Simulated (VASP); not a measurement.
# BaMn3: single point with PBE

Crystal: BaMn3.

```
Ba Mn
1.0
     4.32800    0.00000    0.00000
     0.00000    4.32800    0.00000
     0.00000    0.00000    4.32800
Ba Mn
1 3
Direct
  0.00000 0.00000 0.00000
  0.00000 0.50000 0.50000
  0.50000 0.00000 0.50000
  0.50000 0.50000 0.00000
```

* Program: VASP 6.6.1
* Task: single point
* Functional: PBE
* Potentials or basis: VASP PAW PBE potentials, release 64 (Ba_sv, Mn_pv)
* Cutoff: 520 eV
* k mesh: 4 × 4 × 4
* Occupations: gaussian, width 0.1 eV
* Spin: collinear spin, ferromagnetic start
* Starting moments: [0.0, 3.77, 3.77, 3.77] μB

```json
{
 "Pressure": "1.4 GPa",
 "Net moment": "10.32 μB per cell",
 "Site moments": "Ba -0.17; Mn +3.45 μB",
 "Valence electrons inside the program's atomic spheres": "Ba 8.35; Mn 11.46"
}
```

Levels at points of the mesh, in eV from the Fermi level:
Spin up:
| k point | band 27 | band 28 | band 29 | band 30 | band 31 | band 32 |
| --- | --- | --- | --- | --- | --- | --- |
| (0.00, 0.00, 0.00) | -0.76 | -0.76 | -0.76 | 2.21 | 2.21 | 2.79 |
| (0.50, 0.00, 0.00) | -1.62 | -1.33 | -1.33 | -0.76 | 1.64 | 1.64 |
| (0.50, 0.50, 0.00) | -1.63 | -1.63 | -1.35 | -0.69 | 1.05 | 1.05 |
| (0.50, 0.50, 0.50) | -0.97 | -0.97 | -0.60 | 1.03 | 1.03 | 1.03 |
Spin down:
| k point | band 17 | band 18 | band 19 | band 20 | band 21 | band 22 | band 23 | band 24 |
| --- | --- | --- | --- | --- | --- | --- | --- | --- |
| (0.00, 0.00, 0.00) | -0.82 | -0.82 | -0.82 | -0.52 | 1.10 | 1.10 | 1.10 | 2.17 |
| (0.50, 0.00, 0.00) | -0.22 | -0.22 | -0.06 | -0.04 | 0.24 | 0.63 | 0.63 | 1.36 |
| (0.50, 0.50, 0.00) | -0.60 | -0.15 | -0.03 | -0.03 | 0.50 | 0.50 | 0.78 | 0.79 |
| (0.50, 0.50, 0.50) | -0.36 | -0.03 | 0.68 | 0.68 | 0.68 | 1.28 | 1.28 | 1.28 |

Wall time 24 s on 1 thread of Intel(R) Xeon(R) 6975P-C (Granite Rapids), on a shared host, peak memory 0.22 GiB.

Caveat: the k points lie up to 0.36 Å⁻¹ apart; spin-orbit coupling is left out, which moves the levels of the heavy elements.
